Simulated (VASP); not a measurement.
Input of a VASP 6.6.1 run:

Contents of POSCAR:

```
SiGe
1.0
    3.7872463130      0.0000000000      0.0000000000
   -1.8936231565      3.2798515175      0.0000000000
    0.0000000000      0.0000000000      6.5504848641
Si Ge
2 2
Direct
    0.6666666667      0.3333333333      0.8744661518
    0.3333333333      0.6666666667      0.3744661518
    0.6666666667      0.3333333333      0.5005328482
    0.3333333333      0.6666666667      0.0005328482
```

INCAR.step1

```
SYSTEM = SiGe
  PREC = Accurate
  ENCUT = 520
  ISMEAR = 0
  SIGMA = 0.05
  LREAL = .FALSE.
  LASPH = .TRUE.
  NELM = 60
  NBANDS = 26
  GGA = PE
  ALGO = Normal
  EDIFF = 1E-4
  LWAVE = .TRUE.
  LCHARG = .FALSE.
```

INCAR.step2

```
SYSTEM = SiGe
  PREC = Accurate
  ENCUT = 520
  EDIFF = 1E-6
  ISMEAR = 0
  SIGMA = 0.05
  LREAL = .FALSE.
  LASPH = .TRUE.
  NELM = 60
  ALGO = Normal
  ISIF = 2
  LWAVE = .FALSE.
  LCHARG = .FALSE.
  METAGGA = R2SCAN
  LMIXTAU = .TRUE.
  NBANDS = 26
  ISTART = 1
```

Contents of KPOINTS:

```
Automatic mesh
0
G
  12 12 4
  0 0 0
```

Potentials or basis: VASP PAW PBE potentials, release 64 (Si, Ge_d).

The run is started by

```console
$ cat potpaw_PBE.64/Si/POTCAR potpaw_PBE.64/Ge_d/POTCAR > POTCAR
$ cp INCAR.step1 INCAR
$ mpirun -np 1 vasp_std > vasp.out
$ cp INCAR.step2 INCAR
$ mpirun -np 1 vasp_std > vasp.out
```

(1) Estimate the band gap on the k mesh.

(2) Estimate the largest force.

(3) Estimate the pressure.

Results:

(1) 0.75 eV (least direct gap 1.42 eV).

(2) 0.486 eV/Å.

(3) 4.5 GPa.

Caveat: the cell differs from its parent crystal (strain -0.030 along x and y, +0.015 along z); the cell stands under pressure; the PAW data sets were made with another functional, which shifts forces and pressure a little.
